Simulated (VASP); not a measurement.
Input of a VASP 6.6.1 run:

INCAR

```
PREC = Accurate
ENCUT = 600
EDIFF = 1E-7
ISMEAR = 0
SIGMA = 0.1
LREAL = False
LASPH = True
NELM = 100
ALGO = Normal
ISIF = 3
LWAVE = False
LCHARG = False
GGA = PE
IBRION = 2
NSW = 100
EDIFFG = -0.01
```

The input KPOINTS:

```
Automatic mesh
0
Gamma
  12 12 4
```

Contents of POSCAR:

```
ZrH6
1.0
    1.9716372412     -2.4912654861      0.0000000000
    1.9716372412      2.4912654861      0.0000000000
    0.0000000000      0.0000000000      9.5416332609
Zr H
1 6
Direct
    0.5000000000      0.5000000000      0.1061353764
    0.6644903921      0.8417948805      0.2794837130
    0.3355096079      0.1582051195      0.2794837130
    0.8417948805      0.6644903921      0.2794837130
    0.1582051195      0.3355096079      0.2794837130
    0.0951570600      0.0951570600      0.5993145057
    0.9048429400      0.9048429400      0.5993145057
```

Potentials or basis: VASP PAW PBE potentials, release 64 (Zr_sv, H).

Command:

```bash
$ cat potpaw_PBE.64/Zr_sv/POTCAR potpaw_PBE.64/H/POTCAR > POTCAR
$ mpirun -np 1 vasp_std > vasp.out
```

Question: Estimate the band gap on the k mesh.

Answer: Zero (bands 9 and 10 overlap by 0.21 eV).

Final structure:
```
Zr H
1.0
     1.97151   -2.49121    0.00000
     1.97151    2.49121    0.00000
     0.00000    0.00000    9.54179
Zr H
1 6
Cartesian
  1.9715 0.0000 1.0126
  2.9697 0.4417 2.6668
  0.9734 -0.4417 2.6668
  2.9697 -0.4417 2.6668
  0.9734 0.4417 2.6668
  0.3749 0.0000 5.7185
  3.5681 0.0000 5.7185
```
